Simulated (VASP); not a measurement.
Set up this calculation in VASP 6.6.1, as the native input.

```
Task                   : single point
Functional             : PBEsol
Potentials or basis    : VASP PAW PBE potentials, release 64 (Ba_sv, Ti_sv, O)
Cutoff                 : 520 eV
k mesh                 : 8 × 8 × 8
Occupations            : methfessel-paxton, width 0.1 eV
Spin                   : no spin polarisation
Dipole correction      : no
Further INCAR settings : ALGO = Normal; EDIFF = 1e-06; NBANDS = 28
```

The structure of BaTiO3 (Barioperovskite) lies in POSCAR:

```
BaTiO3
1.0
    3.9855000000      0.0000000000      0.0000000000
    0.0000000000      2.8369000000      2.8451500000
    0.0000000000     -2.8369000000      2.8451500000
Ba Ti O
1 1 3
Direct
    0.0005220000     -0.0001460000      0.0060690000
    0.5039280000      0.5132700000      0.5199710000
    0.5003990000      0.9771650000      0.5031310000
    0.5168270000      0.5021070000      1.0096530000
    0.0052460000      0.4897220000      0.5025510000
```

The input as run:

INCAR

```
SYSTEM = BaTiO3
  ALGO = Normal
  EDIFF = 1E-6
  ENCUT = 520
  GGA = PS
  ISIF = 2
  ISMEAR = 1
  LASPH = .True.
  LCHARG = .False.
  LREAL = .False.
  LWAVE = .False.
  NBANDS = 28
  NELM = 80
  PREC = Accurate
  SIGMA = 0.1
```

KPOINTS

```
k-points
0
Gamma
  8 8 8
  0 0 0
```

Potentials or basis: VASP PAW PBE potentials, release 64 (Ba_sv, Ti_sv, O).

Command:

```console
$ cat potpaw_PBE.64/Ba_sv/POTCAR potpaw_PBE.64/Ti_sv/POTCAR potpaw_PBE.64/O/POTCAR > POTCAR
$ mpirun -np 1 vasp_std > vasp.out
```

Results of the run:

```json
{"Pressure": "-1.5 GPa", "Largest force": "0.635 eV/Å", "Band gap on the k mesh": "1.80 eV, indirect (least direct gap 2.09 eV)"}
```

Caveat: the PAW data sets were made with another functional, which shifts forces and pressure a little; spin-orbit coupling is left out, which moves the levels of the heavy elements.

Run time: 5.1 min on 1 thread of Intel Xeon 6975P-C (shared host), peak memory 0.53 GiB.
